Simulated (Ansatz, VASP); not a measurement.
NiO in VASP and in Ansatz

Contents of INCAR:

```
SYSTEM = NiO
PREC = Accurate ; ENCUT = 520
EDIFF = 1E-6 ; ISMEAR = 0
SIGMA = 0.05 ; LREAL = .FALSE.
LASPH = .TRUE. ; NELM = 150
ALGO = Normal ; ISIF = 2
LWAVE = .FALSE. ; LCHARG = .FALSE.
ISPIN = 2 ; MAGMOM = 1.91 0.21
LORBIT = 11 ; LMAXMIX = 4
LDAU = .TRUE. ; LDAUTYPE = 2
LDAUL = 2 -1 ; LDAUU = 6.2 0
LDAUJ = 0 0 ; LDAUPRINT = 1
GGA = PE ; NBANDS = 19
```

The input KPOINTS:

```
Automatic mesh
0
G
  12 12 12
  0 0 0
```

Contents of POSCAR:

```
NiO
1.0
    0.0000000000      1.9203421025      2.1337134472
    1.9203421025      0.0000000000      2.1337134472
    1.9203421025      1.9203421025      0.0000000000
Ni O
1 1
Direct
    0.0000000000      0.0000000000      0.0000000000
    0.5000000000      0.5000000000      0.5000000000
```

Input for Ansatz:

```yaml
crystal:
  lattice:
    - [0.0, 1.9203421025, 2.1337134472]
    - [1.9203421025, 0.0, 2.1337134472]
    - [1.9203421025, 1.9203421025, 0.0]
  atoms:
    - { symbol: Ni, position: [0.0, 0.0, 0.0], spin: 1.91 }
    - { symbol: O, position: [0.5, 0.5, 0.5], spin: 0.21 }
basis:
  ecutwfc: 420
kpoints:
  mp_grid: { grid: [12, 12, 12] }
hamiltonian:
  xc: pbe
  hubbard: { sites: [{ species: Ni, l: d, u_eff: 6.2 }] }
scf:
  occupations: { method: gaussian, width: 0.05 }
output:
  forces: true
  stress: true
  eigenvalues: true
  populations: true
magnetization:
  spin_polarized: true
```

Change from the starting cell: strain -0.1000 x Voigt [1, 1, 0, 0, 0, 0], atoms carried along.

Alike in both runs: task single point; functional PBE; k mesh 12 × 12 × 12; occupations gaussian, width 0.05 eV; collinear spin; Hubbard terms Ni d U = 6.2 eV.

|  | VASP | Ansatz |
| --- | --- | --- |
| version | VASP 6.6.1 | Ansatz 0.2.0 |
| potentials or method | VASP PAW PBE potentials, release 64 (Ni, O), cutoff 520 eV | scalar-relativistic, plane waves, PAW |
| valence electrons in the cell | 16 | 24 |

```tsv
	VASP	Ansatz	Ansatz less VASP
gap on the k mesh at the Fermi level (eV)	1.28	0.66	-0.620
least direct gap on the mesh (eV)	2.36	1.86	-0.500
pressure (GPa)	46.8	68.3	+21.52
traceless stress, the component that is largest in VASP (GPa)	-30.54	-39.12	-8.589
net moment per atom (μB)	1.00	1.00	0.000
size of the moment on the site where the two differ most (μB)	1.82	1.66	-0.159
```

Site moments also hang on the region over which each program counts them. The programs project onto different local orbitals, so the same U acts differently, and such runs can settle in different states. The pressures are high and differ by over a tenth, so treat them with care. VASP's potentials hold 16 valence electrons a cell and Ansatz's 24, so a difference there can come from the potentials and not from the codes.
